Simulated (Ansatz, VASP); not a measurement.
# BN: VASP beside Ansatz

```xyz
2
Lattice="0.0000 1.8048 1.8048 1.8048 0.0000 1.8048 1.8048 1.8048 0.0000" Properties=species:S:1:pos:R:3 pbc="T T T"
B     0.0000    0.0000    0.0000
N     2.7072    2.7072    2.7072
```

Alike in both runs: functional r2SCAN; k mesh 12 × 12 × 12; occupations gaussian, width 0.02 eV; no spin polarisation.

Ansatz relaxed the structure, and its values are those at the end. VASP's run is a single point on that final structure, the one shown.

|  | VASP | Ansatz |
| --- | --- | --- |
| version | VASP 6.6.1 | Ansatz 0.2.0 |
| potentials or method | VASP PAW PBE potentials, release 64 (B_h, N_h), cutoff 910 eV | scalar-relativistic, plane waves, PAW |
| valence electrons in the cell | 8 | 8 |

Ansatz gave:

- gap on the k mesh at the Fermi level (eV): 5.00
- least direct gap on the mesh (eV): 9.59

Task: What did VASP give for the same quantities?

Result: gap on the k mesh at the Fermi level (eV): 5.00; least direct gap on the mesh (eV): 9.57.

VASP's potentials were made for PBE, not for r2SCAN.

Noted on VASP's run: the cutoff is short for stress, so the pressure is rough.
